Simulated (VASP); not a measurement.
# Al in VASP: relaxation of the atoms with LDA

Aim: the relaxation of the atoms of Al with LDA.

Everything below comes from runs of VASP 6.6.1. Logs are shortened: lines on timing, memory, paths and dates and some standing lists are left out, and cuts for length are marked.

**1. The cell of the first run**

The cell holds a slab with vacuum, 3 atoms: a = 2.817 Å, b = 2.817 Å, c = 17.984 Å, α = 90.00°, β = 90.00°, γ = 90.00°.

**2. Relaxation of the atoms, LDA**

The input, INCAR:

```
  PREC = Accurate
  ENCUT = 520
  EDIFF = 1E-7
  ISMEAR = 0
  SIGMA = 0.1
  LREAL = F
  LASPH = T
  NELM = 100
  ALGO = Normal
  ISIF = 2
  LWAVE = F
  LCHARG = F
  LDIPOL = T
  IDIPOL = 3
  DIPOL = 0.5 0.5 0.500
  IBRION = 2
  NSW = 70
  EDIFFG = -0.03
```

The input, KPOINTS:

```
Automatic mesh
0
Gamma
  10 10 1
```

The input, POSCAR:

```
Al
1.0
    2.8168432363      0.0000000000      0.0000000000
    0.0000000000      2.8168432363      0.0000000000
    0.0000000000      0.0000000000     17.9836179079
Al
3
Selective dynamics
Direct
    0.5000000000      0.5000000000      0.3892431454  F F F
    0.0000000000      0.0000000000      0.5000000000  T T T
    0.5000000000      0.5000000000      0.6107568546  T T T
```

Potentials or basis: VASP PAW LDA potentials, release 64 (Al).

Launch:

```bash
$ cat potpaw_LDA.64/Al/POTCAR > POTCAR
$ mpirun -np 1 vasp_std > vasp.out
```

OUTCAR:

```text
PREC = Accurate
   ENCUT = 520
   EDIFF = 1E-7
   ISMEAR = 0
   LREAL = F
   LASPH = T
   NELM = 100
   ISIF = 2
   IBRION = 2
   NSW = 70
   EDIFFG = -0.03

 ion  position               nearest neighbor table
   1  0.500  0.500  0.389-   2 2.82   2 2.82   2 2.82   2 2.82
   2  0.000  0.000  0.500-   1 2.82   3 2.82   1 2.82   3 2.82   1 2.82   3 2.82   1 2.82   3 2.82

   3  0.500  0.500  0.611-   2 2.82   2 2.82   2 2.82   2 2.82

  LATTYP: Found a simple tetragonal cell.
 ALAT       =     2.8168432363
 C/A-ratio  =     6.3843162005

  Lattice vectors:

 A1 = (   2.8168432363,   0.0000000000,   0.0000000000)
 A2 = (   0.0000000000,   2.8168432363,   0.0000000000)
 A3 = (   0.0000000000,   0.0000000000,  17.9836179079)

Analysis of symmetry for initial positions (statically):
=====================================================================
 Subroutine PRICEL returns:
 Original cell was already a primitive cell.

 Routine SETGRP: Setting up the symmetry group for a
 simple tetragonal supercell.

 Subroutine GETGRP returns: Found 16 space group operations
 (whereof 16 operations were pure point group operations)
 out of a pool of 16 trial point group operations.

The static configuration has the point symmetry D_4h.

Analysis of symmetry for dynamics (positions and initial velocities):
=====================================================================
 Subroutine PRICEL returns:
 Original cell was already a primitive cell.

 Routine SETGRP: Setting up the symmetry group for a
 simple tetragonal supercell.

 Subroutine GETGRP returns: Found 16 space group operations
 (whereof 16 operations were pure point group operations)
 out of a pool of 16 trial point group operations.

The dynamic configuration has the point symmetry D_4h.

Analysis of constrained symmetry for selective dynamics:
=====================================================================
 Subroutine PRICEL returns:
 Original cell was already a primitive cell.

 Routine SETGRP: Setting up the symmetry group for a
 simple tetragonal supercell.

 Subroutine GETGRP returns: Found  8 space group operations
 (whereof  8 operations were pure point group operations)
 out of a pool of 16 trial point group operations.

The constrained configuration has the point symmetry C_4v.

 Subroutine INISYM returns: Found  8 space group operations
 (whereof  8 operations are pure point group operations),
 and found     1 'primitive' translations

----------------------------------------------------------------------------------------

                                     Primitive cell

  volume of cell :     142.6929

  direct lattice vectors                    reciprocal lattice vectors
     2.816843236  0.000000000  0.000000000     0.355007331  0.000000000  0.000000000
     0.000000000  2.816843236  0.000000000     0.000000000  0.355007331  0.000000000
     0.000000000  0.000000000 17.983617908     0.000000000  0.000000000  0.055606164

  length of vectors
     2.816843236  2.816843236 17.983617908     0.355007331  0.355007331  0.055606164

  position of ions in fractional coordinates (direct lattice)
     0.500000000  0.500000000  0.389243145
     0.000000000  0.000000000  0.500000000
     0.500000000  0.500000000  0.610756855

  ion indices of the primitive-cell ions
   primitive index   ion index
                 1           1
                 2           2
                 3           3

----------------------------------------------------------------------------------------

 KPOINTS: Automatic mesh

Automatic generation of k-mesh.
 Grid dimensions read from file:
 generate k-points for:   10   10    1

 Generating k-lattice:

  Cartesian coordinates                     Fractional coordinates (reciprocal lattice)
     0.035500733  0.000000000  0.000000000     0.100000000  0.000000000  0.000000000
     0.000000000  0.035500733  0.000000000     0.000000000  0.100000000  0.000000000
     0.000000000  0.000000000  0.055606164     0.000000000  0.000000000  1.000000000

  Length of vectors
     0.035500733  0.035500733  0.055606164

  Shift w.r.t. Gamma in fractional coordinates (k-lattice)
     0.000000000  0.000000000  0.000000000

 Subroutine IBZKPT returns following result:
 ===========================================

 Found     21 irreducible k-points:

 Following reciprocal coordinates:
            Coordinates               Weight
  0.000000  0.000000  0.000000      1.000000
  0.100000  0.000000  0.000000      4.000000
  0.200000  0.000000  0.000000      4.000000
  0.300000  0.000000  0.000000      4.000000
  0.400000  0.000000  0.000000      4.000000
  0.500000  0.000000  0.000000      2.000000
[... 13 lines left out ...]
  0.500000  0.400000  0.000000      4.000000
  0.500000  0.500000  0.000000      1.000000
   k-points           NKPTS =     21   k-points in BZ     NKDIM =     21   number of bands    NBANDS=      8
   number of dos      NEDOS =    301   number of ions     NIONS =      3
   total plane-waves  NPLWV =  80640
   dimension x,y,z NGX =    24 NGY =   24 NGZ =  140
   dimension x,y,z NGXF=    48 NGYF=   48 NGZF=  280
   ions per type =               3
   NGX,Y,Z   is equivalent  to a cutoff of  14.16, 14.16, 12.94 a.u.
   NGXF,Y,Z  is equivalent  to a cutoff of  28.33, 28.33, 25.88 a.u.
 SYSTEM =  unknown system
   PREC   = accura    normal or accurate (medium, high low for compatibility)
   ISTART =      0    job   : 0-new  1-cont  2-samecut
   ICHARG =      2    charge: 1-file 2-atom 10-const
   ISPIN  =      1    spin polarized calculation?
   LNONCOLLINEAR =      F non collinear calculations
   LSORBIT =      F    spin-orbit coupling
   LASPH  =      T    aspherical Exc in radial PAW
   ENCUT  =  520.0 eV  38.22 Ry    6.18 a.u.   5.24  5.24 33.44*2*pi/ulx,y,z
   NELM   =    100;   NELMIN=  2; NELMDL= -5     # of ELM steps
   EDIFF  = 0.1E-06   stopping-criterion for ELM
   LREAL  =      F    real-space projection
   EDIFFG = -.3E-01   stopping-criterion for IOM
   NSW    =     70    number of steps for IOM
   IBRION =      2    ionic relax: 0-MD 1-quasi-New 2-CG
   NFREE  =      1    steps in history (QN), initial steepest desc. (CG)
   ISIF   =      2    stress and relaxation
   ISYM   =      2    0-nonsym 1-usesym 2-fastsym
   POTIM  = 0.5000    time-step for ionic-motion
   TEBEG  =    0.0;   TEEND  =   0.0 temperature during run
   PSTRESS=    0.0 pullay stress
   NELECT =       9.0000    total number of electrons
   NUPDOWN=      -1.0000    fix difference up-down
   EMIN   =  10.00;   EMAX   =-10.00  energy-range for DOS
   EFERMI =   0.00;   METHOD = LEGACY
   ISMEAR =     0;   SIGMA  =   0.10  broadening in eV -4-tet -1-fermi 0-gaus
   EFERMI_NEDOS =   21; number of points for ismear=-14 and -15
   IALGO  =     38    algorithm
   IMIX   =      4    mixing-type and parameters
     AMIX     =   0.40;   BMIX     =  1.00
     AMIX_MAG =   1.60;   BMIX_MAG =  1.00
  volume/ion in A,a.u.               =      47.56       320.98
  Fermi-wavevector in a.u.,A,eV,Ry     =   0.651661  1.231460  5.777873  0.424662
  Thomas-Fermi vector in A             =   1.721332
   LORBIT       =      0    0 simple, 1 ext, 2 COOP (PROOUT), +10 PAW based schemes
   GGA     = CA    functional components
   LHFCALC =     F    Hartree Fock is set to
   AEXX    =    0.0000 exact exchange contribution
   IVDW    =     0    specifies the selected vdW correction
   LEPSILON=     F    determine dielectric tensor
   LRPA    =     F    only Hartree local field effects (RPA)
 conjugate gradient relaxation of ions
 non-spin polarized calculation
 Gauss-broadening in eV      SIGMA  =   0.10
  energy-cutoff  :      520.00
  volume of cell :      142.69
 maximum number of plane-waves:      3872
 NGX is ok and might be reduce to    24
   NGX = 11   NGY = 11   NGZ = 67

--------------------------------------- Ionic step        1  -------------------------------------------

 number of electron       9.0000000 magnetization

 Free energy of the ion-electron system (eV)
  ---------------------------------------------------
  ext. energy  EPLUGINS =         0.00000000
  ---------------------------------------------------
  free energy    TOTEN  =       -11.50558985 eV

  energy without entropy =      -11.50134506  energy(sigma->0) =      -11.50346745

------------------------ aborting loop because EDIFF is reached ----------------------------------------

  FORCE on cell =-STRESS in cart. coord.  units (eV):
  Direction    XX          YY          ZZ          XY          YZ          ZX
  --------------------------------------------------------------------------------------
  -------------------------------------------------------------------------------------
  Total       -1.9422480     -1.9422480      1.1726863      0.0000000      0.0000000      0.0000000
  in kB      -21.8078497    -21.8078497     13.1670965      0.0000000      0.0000000      0.0000000
  external PRESSURE =     -10.1495343 kB  Pullay stress =       0.0000000 kB
[... 166 lines left out ...]
  FREE ENERGIE OF THE ION-ELECTRON SYSTEM (eV)
  ---------------------------------------------------
  free  energy   TOTEN  =       -11.5194201737 eV

  energy  without entropy=      -11.5145626108  energy(sigma->0) =      -11.51699139

 dipolmoment           0.000000      0.000000      0.000070 electrons x Angstroem

--------------------------------------- Ionic step        6  -------------------------------------------

 number of electron       9.0000000 magnetization

 dipolmoment           0.000000      0.000000     -0.000040 electrons x Angstroem

 Free energy of the ion-electron system (eV)
  ---------------------------------------------------
  ext. energy  EPLUGINS =         0.00000000
  ---------------------------------------------------
  free energy    TOTEN  =       -11.52209570 eV

  energy without entropy =      -11.51733121  energy(sigma->0) =      -11.51971345

 E-fermi :  -0.3048     XC(G=0):  -4.6761

 val. band max:       -0.3404362520   @ k =   0.5000   0.2000   0.0000
 cond. band min:      -0.2802016698   @ k =   0.5000   0.5000   0.0000
 fundamental gap:      0.0602345822
 Fermi energy:        -0.3048457329

 k-point     1 :       0.0000    0.0000    0.0000
  band No.  band energies     occupation
      1     -10.6440      2.00000
      2      -8.4551      2.00000
      3      -5.1428      2.00000
      4      -2.1254      2.00000
      5       1.6793      0.00000
      6       3.7080      0.00000
      7       4.2847      0.00000
      8       6.0212      0.00000
[... 210 lines left out ...]
 k-point    21 :       0.5000    0.5000    0.0000
  band No.  band energies     occupation
      1      -2.3023      2.00000
      2      -2.3023      2.00000
      3      -1.0371      2.00000
      4      -0.6540      2.00000
      5      -0.2802      0.72745
      6      -0.2802      0.72745
      7       1.2623      0.00000
      8       1.3647      0.00000

------------------------ aborting loop because EDIFF is reached ----------------------------------------

 vacuum level on the upper side and lower side of the slab       (xc-potential included)        -0.104        -0.116

  FORCE on cell =-STRESS in cart. coord.  units (eV):
  Direction    XX          YY          ZZ          XY          YZ          ZX
  --------------------------------------------------------------------------------------
  -------------------------------------------------------------------------------------
  Total       -1.9851778     -1.9851778      0.0432287      0.0000000      0.0000000      0.0000000
  in kB      -22.2898718    -22.2898718      0.4853780      0.0000000      0.0000000      0.0000000
  external PRESSURE =     -14.6981218 kB  Pullay stress =       0.0000000 kB
[... 18 lines left out ...]
  FREE ENERGIE OF THE ION-ELECTRON SYSTEM (eV)
  ---------------------------------------------------
  free  energy   TOTEN  =       -11.5220956968 eV

  energy  without entropy=      -11.5173312099  energy(sigma->0) =      -11.51971345

 reached required accuracy - stopping structural energy minimisation

 vacuum level on the upper side and lower side of the slab         4.277         4.270
```

Wall time 2.7 min (1 thread of Intel Xeon 8259CL, shared host); peak memory 0.21 GiB.

What came out:

- Free energy: -11.5221 eV
- Energy gained by relaxing: 5.5 meV/atom
- Ionic steps: 6
- Band gap on the k mesh: zero (an odd number of electrons rules out a gap without spin polarisation)

Step by step:
```csv
step,energy change (eV),largest force on free atoms (eV/Å),pressure (GPa)
1,0.0000,0.2948,-1.01
2,-0.0038,0.2349,-1.08
3,-0.0102,0.1515,-1.25
4,-0.0109,0.1941,-1.32
5,-0.0138,0.1308,-1.37
6,-0.0165,0.0084,-1.47
```

Final structure:
```
Al
1.0
     2.81684    0.00000    0.00000
     0.00000    2.81684    0.00000
     0.00000    0.00000   17.98362
Al
3
Direct
  0.50000 0.50000 0.38924
  0.00000 0.00000 0.50304
  0.50000 0.50000 0.61696
```
